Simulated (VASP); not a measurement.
A run of VASP 6.6.1 is set up as follows.

File INCAR:

```
  PREC = Accurate
  ENCUT = 520
  EDIFF = 1E-6
  ISMEAR = 0
  SIGMA = 0.01
  LREAL = False
  LASPH = True
  NELM = 150
  ALGO = Normal
  ISIF = 2
  LWAVE = False
  LCHARG = False
  MAGMOM = 0 0 0 0 0 0 0 0 0 0 0 0
  LORBIT = 11
  LSORBIT = True
  GGA_COMPAT = False
  LORBMOM = True
  GGA = PE
  NBANDS = 30
```

The input KPOINTS:

```
regular mesh
0
Gamma
  6 6 2
```

The input POSCAR:

```
BeTe
1.0
    4.0308527370      0.0000000000      0.0000000000
   -2.0154263685      3.4908208692      0.0000000000
    0.0000000000      0.0000000000      8.1440451829
Be Te
2 2
Direct
    0.3333333333      0.6666666667      0.2500000000
    0.6666666667      0.3333333333      0.7500000000
    0.6666666667      0.3333333333      0.2500000000
    0.3333333333      0.6666666667      0.7500000000
```

Potentials or basis: VASP PAW PBE potentials, release 64 (Be, Te).

Run with:

```sh
$ cat potpaw_PBE.64/Be/POTCAR potpaw_PBE.64/Te/POTCAR > POTCAR
$ mpirun -np 1 vasp_ncl > vasp.out
```

Problem. Predict the pressure.

Solution. 0.5 GPa.

Problem. What does it give for the net moment?

Solution. 0.00 μB per cell.

Moments on the atoms (μB; x, y, z):
```
Be  0.00 0.00 0.00
Be  0.00 0.00 0.00
Te  0.00 0.00 0.00
Te  0.00 0.00 0.00
```

Caveat: the k points lie up to 0.39 Å⁻¹ apart.
